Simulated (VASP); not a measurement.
Input of a VASP 6.6.1 run:

POSCAR

```
H22CO12
1.0
    7.1334920000      0.0000000000      0.0000000000
    0.0000000000      7.1334920000      0.0000000000
    0.0000000000      0.0000000000      7.1334920000
O H C
12 22 1
Direct
    0.2375975189      1.0028889077      0.3527585087
    0.7468432011      0.3309599282      0.3599078824
    0.1555479420      0.7627680805      0.8371636220
    0.5943232291      0.1771362469      0.8676816347
    0.8619761542      0.4187430224      0.7590952650
    0.4875592487      0.5855757601      0.9380819380
    0.2291163991      0.2477888810      0.6690832484
    0.8048512566      0.8104726269      0.7775714895
    0.8878120281     -0.0200603015      0.2027057716
    0.0319899427      0.6061827784      0.2204950955
    0.4574477689      0.5689359433      0.5704779651
    0.6065332379      0.8239302715      0.4539852291
    0.3296562189      1.0593829782      0.2725873948
    0.1104928694      1.0191642466      0.2933486152
    0.7889824507      0.4582327982      0.3212031359
    0.6140751262      0.3259553666      0.3663142820
    0.1758045008      0.7075076274      0.7140261740
    0.0162473022      0.8043606133      0.8402616839
    0.6959004089      0.2489944616      0.7958234200
    0.4834378450      0.1975329895      0.7942813982
    0.8391682503      0.5556184825      0.7817209299
    0.8518268472      0.4051451940      0.6244066721
    0.3509641561      0.6195703311      0.9428622055
    0.5164651478      0.4596766913      0.9631187643
    0.1035677898      0.2449010947      0.7292781712
    0.2325088470      0.1606366139      0.5557025928
    0.7158065082      0.8643592787      0.8562987104
    0.7685716897      0.8507474320      0.6557237325
    0.8186032871      0.0963623426      0.2078785537
    0.8007018162     -0.1086424433      0.2560036515
    0.0314432258      0.7326425823      0.2409759484
    0.0354104273      0.5820431284      0.0834514148
    0.4879377449      0.5992857355      0.7064842857
    0.4861714291      0.6164442324      0.2960541625
    0.5146848136      0.6822044519      0.4351164899
```

Contents of INCAR.step1:

```
  PREC = Accurate
  ENCUT = 520
  ISMEAR = -1
  SIGMA = 0.02
  LREAL = Auto
  LASPH = T
  NELM = 80
  NBANDS = 72
  GGA = PE
  ALGO = Normal
  EDIFF = 1E-4
  LWAVE = T
  LCHARG = F
```

INCAR.step2

```
  PREC = Accurate
  ENCUT = 520
  EDIFF = 1E-6
  ISMEAR = -1
  SIGMA = 0.02
  LREAL = Auto
  LASPH = T
  NELM = 80
  ALGO = Normal
  ISIF = 2
  LWAVE = F
  LCHARG = F
  METAGGA = R2SCAN
  LMIXTAU = T
  IVDW = 12
  VDW_S6 = 1.0
  VDW_S8 = 0.78981345
  VDW_A1 = 0.49484001
  VDW_A2 = 5.73083694
  NBANDS = 72
  ISTART = 1
```

File KPOINTS:

```
regular mesh
0
Gamma
  1 1 1
```

Potentials or basis: VASP PAW PBE potentials, release 64 (O, H, C).

Launch:

```console
$ cat potpaw_PBE.64/O/POTCAR potpaw_PBE.64/H/POTCAR potpaw_PBE.64/C/POTCAR > POTCAR
$ cp INCAR.step1 INCAR
$ mpirun -np 1 vasp_gam > vasp.out
$ cp INCAR.step2 INCAR
$ mpirun -np 1 vasp_gam > vasp.out
```

(1) What does it give for the dispersion energy per atom?

(2) Predict the band gap on the k mesh.

Results:

(1) -0.017 eV.

(2) 4.84 eV.

Caveat: the k points lie up to 0.88 Å⁻¹ apart.
